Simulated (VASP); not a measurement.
Runs of VASP 6.6.1 on MgO. The structure is that of space group P6_3mc (No. 186), or close to it. The cells are those of the table. 

```csv
cell,gap on the mesh (eV),pressure (GPa),largest force (eV/Å)
"a = 3.204, b = 3.204, c = 5.310 Å, angles 90.0, 90.0, 120.0°, 4 atoms",3.50,2.8,(d)
"a = 3.563, b = 3.563, c = 4.294 Å, angles 90.0, 90.0, 120.0°, 4 atoms",(a),(c),(b)
"a = 3.254, b = 3.254, c = 5.148 Å, angles 90.0, 90.0, 120.0°, 4 atoms",3.42,1.1,0.44
"a = 3.401, b = 3.401, c = 4.713 Å, angles 90.0, 90.0, 120.0°, 4 atoms",3.23,0.3,1.10
```

Alike in all rows: task single point; level PBEsol; potentials or basis VASP PAW PBE potentials, release 64 (Mg, O); no spin polarisation; k mesh 9 × 9 × 6; cutoff (eV) 520; smearing gaussian 0.05 eV.

Fill in the values left out.

(a) 3.17; (b) 4.56; (c) 7.9; (d) 0.74.

Caveats: the PAW data sets were made with another functional, which shifts forces and pressure a little.

A k mesh can miss the band edges.
